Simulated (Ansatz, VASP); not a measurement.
One calculation of PdCl4, two programs

The input INCAR:

```
  ALGO = Normal
  EDIFF = 1E-7
  EDIFFG = -0.01
  ENCUT = 600
  GGA = PE
  IBRION = 2
  ISIF = 3
  ISMEAR = 0
  LASPH = True
  LCHARG = False
  LREAL = False
  LWAVE = False
  NELM = 100
  NSW = 100
  PREC = Accurate
  SIGMA = 0.1
```

KPOINTS

```
k-points
0
Gamma
  10 10 6
```

Contents of POSCAR:

```
PdCl4
1.0
    4.2200209400      0.0000000000      0.0000000000
    0.0000000000      4.2200209400      0.0000000000
    0.0000000000      0.0000000000      5.9680108400
Pd Cl
1 4
Direct
    0.0000000000      0.0000000000      0.0000000000
    0.5000000000      0.0000000000      0.2500000000
    0.0000000000      0.5000000000      0.7500000000
    0.5000000000      0.0000000000      0.7500000000
    0.0000000000      0.5000000000      0.2500000000
```

Input for Ansatz:

```yaml
crystal:
  lattice:
    - [4.22002094, 0.0, 0.0]
    - [0.0, 4.22002094, 0.0]
    - [0.0, 0.0, 5.96801084]
  atoms:
    - { symbol: Pd, position: [0.0, 0.0, 0.0] }
    - { symbol: Cl, position: [0.5, 0.0, 0.25] }
    - { symbol: Cl, position: [0.0, 0.5, 0.75] }
    - { symbol: Cl, position: [0.5, 0.0, 0.75] }
    - { symbol: Cl, position: [0.0, 0.5, 0.25] }
basis:
  ecutwfc: 420
kpoints:
  mp_grid: { grid: [10, 10, 6] }
hamiltonian:
  xc: pbe
scf:
  occupations: { method: gaussian, width: 0.1 }
output:
  forces: true
  stress: true
  eigenvalues: true
  write_density: true
  write_potential: true
  elf: true
  volumetric_format: npy
relax:
  adjacent_minimum: "off"
  f_tol: 0.01
  max_steps: 80
  cell: { stress_tol: 0.05 }
```

Change from the starting cell: ordered vacancies on the cation sites of fluorite (P4/mmm, No. 123).

Alike in both runs: task relaxation of cell and atoms; functional PBE; k mesh 10 × 10 × 6; occupations gaussian, width 0.1 eV; no spin polarisation.

|  | VASP | Ansatz |
| --- | --- | --- |
| version | VASP 6.6.1 | Ansatz 0.2.0 |
| potentials or method | VASP PAW PBE potentials, release 64 (Pd, Cl), cutoff 600 eV | scalar-relativistic, plane waves, PAW |
| valence electrons in the cell | 38 | 46 |

|  | VASP | Ansatz | Ansatz less VASP |
| --- | --- | --- | --- |
| gap on the k mesh at the Fermi level, each at its own relaxed structure (eV) | none | none | - |
| relaxed volume (Å³/atom) | 24.39 | 25.65 | +1.261 |
| relaxed length of the cell vector where the two differ most in proportion (Å) | 6.783 | 7.157 | +0.3736 |

A gap of «none» marks a metal or a gap that the smearing closes. One of these differences is far larger than is usual between the two programs; its cause wasn't traced. VASP's potentials hold 38 valence electrons a cell and Ansatz's 46, so a difference there can come from the potentials and not from the codes.
